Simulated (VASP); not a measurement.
HfN:

```xyz
2
Lattice="2.8250 0.0000 0.0000 0.0000 2.8250 0.0000 0.0000 0.0000 2.8250" Properties=species:S:1:pos:R:3 pbc="T T T"
Hf    1.4125    1.4125    1.4125
N     0.0000    0.0000    0.0000
```

```yaml
Program: VASP 6.6.1
Task: relaxation of cell and atoms
Functional: HF
Potentials_or_basis: VASP PAW PBE potentials, release 64 (Hf_pv, N)
Cutoff: 600 eV
k_mesh: 5 × 5 × 5
Occupations: fermi-dirac, width 0.05 eV
Spin: no spin polarisation
```

At the start: pressure -7.3 GPa; volume 11.27 Å³/atom.

Problem. Where does the relaxation end?

Solution. Over 3 steps the energy falls by 7.2 meV/atom and the volume is 10.97 Å³/atom (-2.7 %); space group Pm-3m (No. 221, to 0.1 Å) before and after.

Step by step:
```tsv
step	energy change (eV)	largest force (eV/Å)	pressure (GPa)	volume (Å³)
1	0.0000	0.0000	-7.31	22.55
2	0.0308	0.0000	14.73	20.91
3	-0.0143	0.0000	-0.14	21.94
```

Final structure:
```xyz
2
Lattice="2.7995 0.0000 0.0000 0.0000 2.7995 0.0000 0.0000 0.0000 2.7995" Properties=species:S:1:pos:R:3 pbc="T T T"
Hf    1.3997    1.3997    1.3997
N     0.0000    0.0000    0.0000
```

Caveat: the k points lie up to 0.45 Å⁻¹ apart in the final cell, too coarse for converged energies and pressures of a metal; the PAW data sets were made with another functional, which shifts forces and pressure a little; an odd number of electrons without spin polarisation forces a metal; a magnetic or distorted state may lie lower.
